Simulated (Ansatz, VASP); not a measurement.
ZnAu: VASP beside Ansatz

```
Zn Au
1.0
     3.15451    0.00000    0.00000
     0.00000    3.15451    0.00000
     0.00000    0.00000    3.15451
Zn Au
1 1
Direct
  0.50000 0.50000 0.50000
  0.00000 0.00000 0.00000
```

Alike in both runs: task single point; functional PBE; k mesh 14 × 14 × 14; occupations gaussian, width 0.1 eV; no spin polarisation.

|  | VASP | Ansatz |
| --- | --- | --- |
| version | VASP 6.6.1 | Ansatz 0.2.0 |
| potentials or method | VASP PAW PBE potentials, release 64 (Zn, Au), cutoff 520 eV | scalar-relativistic, plane waves, PAW |
| valence electrons in the cell | 23 | 31 |

```csv
,VASP,Ansatz,Ansatz less VASP
gap on the k mesh at the Fermi level (eV),none,none,-
pressure (GPa),3.9,3.8,-0.03
```

A gap of «none» marks a metal or a gap that the smearing closes. With one functional, cell and mesh, what is left measures potentials, basis and numerics. VASP's potentials hold 23 valence electrons a cell and Ansatz's 31, so a difference there can come from the potentials and not from the codes.

Neither program's run includes spin-orbit coupling.
